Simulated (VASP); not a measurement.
# InP (I4/mmm) in VASP: a series of runs, part 2 of 2

VASP 6.6.1. Earlier steps stand in the parts before.

## (5) Single point, PBEsol (equal xx and yy strain of -1 %)

Input file INCAR:

```
  PREC = Accurate
  ENCUT = 520
  EDIFF = 1E-7
  ISMEAR = -1
  SIGMA = 0.03
  LREAL = F
  LASPH = T
  NELM = 60
  ALGO = Normal
  ISIF = 2
  LWAVE = F
  LCHARG = T
  GGA = PS
  LELF = T
  LVHAR = T
  NBANDS = 16
```

Input file KPOINTS:

```
regular mesh
0
Gamma
  11 11 11
```

Input file POSCAR:

```
InP
1.0
    0.0000000000      2.8264500000      2.8550000000
    2.8264500000      0.0000000000      2.8550000000
    2.8264500000      2.8264500000      0.0000000000
In P
1 1
Direct
    0.0000000000      0.0000000000      0.0000000000
    0.5000000000      0.5000000000      0.5000000000
```

Potentials or basis: VASP PAW PBE potentials, release 64 (In_d, P).

The run is started by

```console
> cat potpaw_PBE.64/In_d/POTCAR potpaw_PBE.64/P/POTCAR > POTCAR
> mpirun -np 1 vasp_std > vasp.out
```

OUTCAR:

```text
PREC = Accurate
   ENCUT = 520
   EDIFF = 1E-7
   ISMEAR = -1
   LREAL = F
   LASPH = T
   NELM = 60
   ISIF = 2
   GGA = PS

 ion  position               nearest neighbor table
   1  0.000  0.000  0.000-   2 2.83   2 2.83   2 2.83   2 2.83   2 2.85   2 2.85
   2  0.500  0.500  0.500-   1 2.83   1 2.83   1 2.83   1 2.83   1 2.85   1 2.85

  LATTYP: Found a body centered tetragonal cell.
 ALAT       =     3.9972039234
 C/A-ratio  =     1.4284985479

  Lattice vectors:

 A1 = (  -2.8264500000,   0.0000000000,   2.8550000000)
 A2 = (   2.8264500000,   0.0000000000,   2.8550000000)
 A3 = (   0.0000000000,   2.8264500000,  -2.8550000000)

Analysis of symmetry for initial positions (statically):
=====================================================================
 Subroutine PRICEL returns:
 Original cell was already a primitive cell.

 Routine SETGRP: Setting up the symmetry group for a
 body centered tetragonal supercell.

 Subroutine GETGRP returns: Found 16 space group operations
 (whereof 16 operations were pure point group operations)
 out of a pool of 16 trial point group operations.

The static configuration has the point symmetry D_4h.

Analysis of symmetry for dynamics (positions and initial velocities):
=====================================================================
 Subroutine PRICEL returns:
 Original cell was already a primitive cell.

 Routine SETGRP: Setting up the symmetry group for a
 body centered tetragonal supercell.

 Subroutine GETGRP returns: Found 16 space group operations
 (whereof 16 operations were pure point group operations)
 out of a pool of 16 trial point group operations.

The dynamic configuration has the point symmetry D_4h.

 Subroutine INISYM returns: Found 16 space group operations
 (whereof 16 operations are pure point group operations),
 and found     1 'primitive' translations

[... 113 lines left out ...]
     AMIX     =   0.40;   BMIX     =  1.00
     AMIX_MAG =   1.60;   BMIX_MAG =  1.00
  volume/ion in A,a.u.               =      22.81       153.92
  Fermi-wavevector in a.u.,A,eV,Ry     =   1.200769  2.269124 19.617505  1.441846
  Thomas-Fermi vector in A             =   2.336596
   LORBIT       =      0    0 simple, 1 ext, 2 COOP (PROOUT), +10 PAW based schemes
   GGA     = PS    functional components
   LHFCALC =     F    Hartree Fock is set to
   AEXX    =    0.0000 exact exchange contribution
   IVDW    =     0    specifies the selected vdW correction
   LEPSILON=     F    determine dielectric tensor
   LRPA    =     F    only Hartree local field effects (RPA)
 non-spin polarized calculation
  energy-cutoff  :      520.00
  volume of cell :       45.62
 maximum number of plane-waves:      1251
 NGX is ok and might be reduce to    30
   NGX = 15   NGY = 15   NGZ = 15

 number of electron      17.9999991 magnetization

 Free energy of the ion-electron system (eV)
  ---------------------------------------------------
  ext. energy  EPLUGINS =         0.00000000
  ---------------------------------------------------
  free energy    TOTEN  =        -8.67403500 eV

  energy without entropy =       -8.67150491  energy(sigma->0) =       -8.67276995

 E-fermi :   6.0508     XC(G=0): -10.2271

 val. band max:        6.0465349492   @ k =  -0.4545   0.0909   0.0000
 cond. band min:       6.0572390843   @ k =  -0.0909   0.0909   0.0000
 fundamental gap:      0.0107041352
 Fermi energy:         6.0508179457

 k-point     1 :       0.0000    0.0000    0.0000
  band No.  band energies     occupation
      1      -7.9748      2.00000
      2      -7.9747      2.00000
      3      -7.9597      2.00000
      4      -7.9560      2.00000
      5      -7.9560      2.00000
      6      -5.4410      2.00000
[... 433 lines left out ...]
      3      -7.9544      2.00000
      4      -7.9275      2.00000
      5      -7.9163      2.00000
      6      -4.4544      2.00000
[... 8 lines left out ...]
     15      15.6748      0.00000
     16      16.8785      0.00000

 [... further k-points ...]

------------------------ aborting loop because EDIFF is reached ----------------------------------------

  FORCE on cell =-STRESS in cart. coord.  units (eV):
  Direction    XX          YY          ZZ          XY          YZ          ZX
  --------------------------------------------------------------------------------------
  -------------------------------------------------------------------------------------
  Total       -2.0164123     -2.0164123     -2.2472490      0.0000000      0.0000000      0.0000000
  in kB      -70.8224905    -70.8224905    -78.9301730      0.0000000      0.0000000      0.0000000
  external PRESSURE =     -73.5250513 kB  Pullay stress =       0.0000000 kB

 VOLUME and BASIS-vectors are now :
 -----------------------------------------------------------------------------
  energy-cutoff  :      520.00
  volume of cell :       45.62
      direct lattice vectors                 reciprocal lattice vectors
     0.000000000  2.826450000  2.855000000    -0.176900352  0.176900352  0.175131349
     2.826450000  0.000000000  2.855000000     0.176900352 -0.176900352  0.175131349
     2.826450000  2.826450000  0.000000000     0.176900352  0.176900352 -0.175131349

 POSITION                                       TOTAL-FORCE (eV/Angst)
 -----------------------------------------------------------------------------------
      0.00000      0.00000      0.00000         0.000000      0.000000     -0.000000
      2.82645      2.82645      2.85500         0.000000     -0.000000      0.000000
 -----------------------------------------------------------------------------------
    total drift:                               -0.000000      0.000000      0.000000

  FREE ENERGIE OF THE ION-ELECTRON SYSTEM (eV)
  ---------------------------------------------------
  free  energy   TOTEN  =        -8.6740349960 eV

  energy  without entropy=       -8.6715049139  energy(sigma->0) =       -8.67276995
```

Wall time 41 s (1 thread of Intel Xeon 6975P-C (Granite Rapids), shared host); peak memory 0.23 GiB.

Results:

* Free energy: -8.6740 eV
* Pressure: -7.4 GPa
* Band gap on the k mesh: zero (band 9 reaches 6.39 eV, above the bottom of band 10 at 4.01 eV)

Stress tensor (GPa, compression positive):
```
-7.08  0.00  0.00
 0.00 -7.08  0.00
 0.00  0.00 -7.89
```

Caveat: the cell differs from its parent crystal (equal xx and yy strain of -1 %); the PAW data sets were made with another functional, which shifts forces and pressure a little; spin-orbit coupling is left out, which moves the levels of the heavy elements.

## (6) Single point, PBEsol (zz strain of +1 %)

Input file INCAR:

```
PREC = Accurate
ENCUT = 520
EDIFF = 1E-6
ISMEAR = -1
SIGMA = 0.03
LREAL = False
LASPH = True
NELM = 80
ALGO = Normal
ISIF = 2
LWAVE = False
LCHARG = True
GGA = PS
LELF = True
LVHAR = True
NBANDS = 16
```

KPOINTS is that of step 5.

Input file POSCAR:

```
InP
1.0
    0.0000000000      2.8550000000      2.8835500000
    2.8550000000      0.0000000000      2.8835500000
    2.8550000000      2.8550000000      0.0000000000
In P
1 1
Direct
    0.0000000000      0.0000000000      0.0000000000
    0.5000000000      0.5000000000      0.5000000000
```

Potentials or basis: VASP PAW PBE potentials, release 64 (In_d, P).

The run is started by

```console
> cat potpaw_PBE.64/In_d/POTCAR potpaw_PBE.64/P/POTCAR > POTCAR
> mpirun -np 1 vasp_std > vasp.out
```

OUTCAR:

```text
PREC = Accurate
   ENCUT = 520
   EDIFF = 1E-6
   ISMEAR = -1
   LREAL = False
   LASPH = True
   NELM = 80
   ISIF = 2
   GGA = PS

 ion  position               nearest neighbor table
   1  0.000  0.000  0.000-   2 2.85   2 2.85   2 2.85   2 2.85   2 2.88   2 2.88
   2  0.500  0.500  0.500-   1 2.85   1 2.85   1 2.85   1 2.85   1 2.88   1 2.88

  LATTYP: Found a body centered tetragonal cell.
 ALAT       =     4.0375797206
 C/A-ratio  =     1.4283556980

  Lattice vectors:

 A1 = (  -2.8550000000,   0.0000000000,   2.8835500000)
 A2 = (   2.8550000000,   0.0000000000,   2.8835500000)
 A3 = (   0.0000000000,   2.8550000000,  -2.8835500000)

Analysis of symmetry for initial positions (statically):
=====================================================================
 Subroutine PRICEL returns:
 Original cell was already a primitive cell.

 Routine SETGRP: Setting up the symmetry group for a
 body centered tetragonal supercell.

 Subroutine GETGRP returns: Found 16 space group operations
 (whereof 16 operations were pure point group operations)
 out of a pool of 16 trial point group operations.
[... 157 lines left out ...]
  ext. energy  EPLUGINS =         0.00000000
  ---------------------------------------------------
  free energy    TOTEN  =        -8.60511489 eV

  energy without entropy =       -8.60246399  energy(sigma->0) =       -8.60378944

 E-fermi :   5.7123     XC(G=0): -10.0931

 val. band max:        5.6791141176   @ k =   0.4545   0.0000   0.2727
 cond. band min:       5.7130688169   @ k =  -0.4545   0.0909   0.0000
 fundamental gap:      0.0339546993
 Fermi energy:         5.7122534402

 k-point     1 :       0.0000    0.0000    0.0000
  band No.  band energies     occupation
      1      -8.2849      2.00000
      2      -8.2847      2.00000
      3      -8.2711      2.00000
      4      -8.2680      2.00000
      5      -8.2680      2.00000
      6      -5.5778      2.00000
[... 433 lines left out ...]
      3      -8.2662      2.00000
      4      -8.2424      2.00000
      5      -8.2316      2.00000
      6      -4.6333      2.00000
[... 8 lines left out ...]
     15      15.1667      0.00000
     16      16.4321      0.00000

 [... further k-points ...]
[... 5 lines left out ...]
  --------------------------------------------------------------------------------------
  -------------------------------------------------------------------------------------
  Total       -2.4599427     -2.4599427     -2.6588244      0.0000000      0.0000000      0.0000000
  in kB      -83.8428165    -83.8428165    -90.6213505      0.0000000      0.0000000      0.0000000
  external PRESSURE =     -86.1023278 kB  Pullay stress =       0.0000000 kB

 VOLUME and BASIS-vectors are now :
 -----------------------------------------------------------------------------
  energy-cutoff  :      520.00
  volume of cell :       47.01
      direct lattice vectors                 reciprocal lattice vectors
     0.000000000  2.855000000  2.883550000    -0.175131349  0.175131349  0.173397375
     2.855000000  0.000000000  2.883550000     0.175131349 -0.175131349  0.173397375
     2.855000000  2.855000000  0.000000000     0.175131349  0.175131349 -0.173397375

 POSITION                                       TOTAL-FORCE (eV/Angst)
 -----------------------------------------------------------------------------------
      0.00000      0.00000      0.00000        -0.000000      0.000000      0.000000
      2.85500      2.85500      2.88355         0.000000     -0.000000     -0.000000
 -----------------------------------------------------------------------------------
    total drift:                               -0.000000      0.000000      0.000000

  FREE ENERGIE OF THE ION-ELECTRON SYSTEM (eV)
  ---------------------------------------------------
  free  energy   TOTEN  =        -8.6051148869 eV

  energy  without entropy=       -8.6024639947  energy(sigma->0) =       -8.60378944
```

OSZICAR:

```text
N       E                     dE             d eps       ncg     rms          rms(c)
DAV:   1     0.107380263018E+03    0.10738E+03   -0.83677E+03  4048   0.127E+03
DAV:   2    -0.209143128058E+01   -0.10947E+03   -0.10470E+03  4560   0.299E+02
DAV:   3    -0.869194859276E+01   -0.66005E+01   -0.65023E+01  5320   0.702E+01
DAV:   4    -0.885385094476E+01   -0.16190E+00   -0.16184E+00  5240   0.115E+01
DAV:   5    -0.886096800083E+01   -0.71171E-02   -0.71169E-02  6056   0.208E+00    0.380E+00
DAV:   6    -0.861481879613E+01    0.24615E+00   -0.47399E-01  6056   0.109E+01    0.211E+00
DAV:   7    -0.860715428858E+01    0.76645E-02   -0.49047E-02  5464   0.183E+00    0.916E-01
DAV:   8    -0.860512405626E+01    0.20302E-02   -0.38085E-03  5072   0.651E-01    0.943E-02
DAV:   9    -0.860510276863E+01    0.21288E-04   -0.25365E-04  6360   0.199E-01    0.633E-02
DAV:  10    -0.860511229798E+01   -0.95293E-05   -0.23404E-05  4784   0.375E-02    0.203E-02
DAV:  11    -0.860511494750E+01   -0.26495E-05   -0.34151E-06  5368   0.182E-02    0.211E-03
DAV:  12    -0.860511488690E+01    0.60602E-07   -0.12504E-07  3024   0.297E-03
   1 F= -.86051149E+01 E0= -.86037894E+01  d E =-.265089E-02
```

stdout:

```text
POSCAR found type information on POSCAR InP
 POSCAR found :  2 types and       2 ions
 scaLAPACK will be used
 -----------------------------------------------------------------------------
|                                                                             |
|                                                                             |
|     You enforced a specific xc type in the INCAR file but a different       |
|     I HOPE YOU KNOW WHAT YOU ARE DOING!                                     |
|                                                                             |
 -----------------------------------------------------------------------------

 LDA part: xc-table for (Slater+PW92), standard interpolation
 POSCAR, INCAR and KPOINTS ok, starting setup
 FFT: planning ... GRIDC
 FFT: planning ... GRID_SOFT
 FFT: planning ... GRID
 WAVECAR not read
 entering main loop
```

Wall time 37 s (1 thread of Intel Xeon 6975P-C (Granite Rapids), shared host); peak memory 0.23 GiB.

What came out:

```
Free energy            : -8.6051 eV
Pressure               : -8.6 GPa
Band gap on the k mesh : zero (band 9 reaches 6.05 eV, above the bottom of band 10 at 3.76 eV)
```

Levels at points of the mesh, in eV from the Fermi level:
```
           k point  band 5  band 6  band 7  band 8  band 9  band 10  band 11  band 12  band 13  band 14
(0.00, 0.00, 0.00)  -13.98  -11.29   -0.26   -0.21   -0.21    -0.12     7.01     7.08     7.08     7.64
```

Caveat: the cell differs from its parent crystal (zz strain of +1 %); the PAW data sets were made with another functional, which shifts forces and pressure a little; spin-orbit coupling is left out, which moves the levels of the heavy elements.

## (7) Summary

| cell | gap on the mesh (eV) | pressure (GPa) |
| --- | --- | --- |
| a = 3.977, b = 3.977, c = 3.916 Å, angles 60.5, 60.5, 59.0°, 2 atoms | none | -5.1 |
| a = 3.997, b = 3.997, c = 3.957 Å, angles 60.3, 60.3, 59.3°, 2 atoms | none | -6.3 |
| a = 3.997, b = 3.997, c = 4.038 Å, angles 59.7, 59.7, 60.7°, 2 atoms | none | -7.3 |
| a = 4.017, b = 4.017, c = 3.997 Å, angles 60.2, 60.2, 59.7°, 2 atoms | none | -7.4 |
| a = 4.058, b = 4.058, c = 4.038 Å, angles 60.2, 60.2, 59.7°, 2 atoms | none | -8.6 |

Alike in all rows: task single point; level PBEsol; potentials or basis VASP PAW PBE potentials, release 64 (In_d, P); no spin polarisation; k mesh 11 × 11 × 11; cutoff (eV) 520; smearing fermi-dirac 0.03 eV.

Caveats: the PAW data sets were made with another functional, which shifts forces and pressure a little; spin-orbit coupling is left out, which moves the levels of the heavy elements.

Total energies depend on the potentials used, so only differences within one code and one set of settings carry meaning.
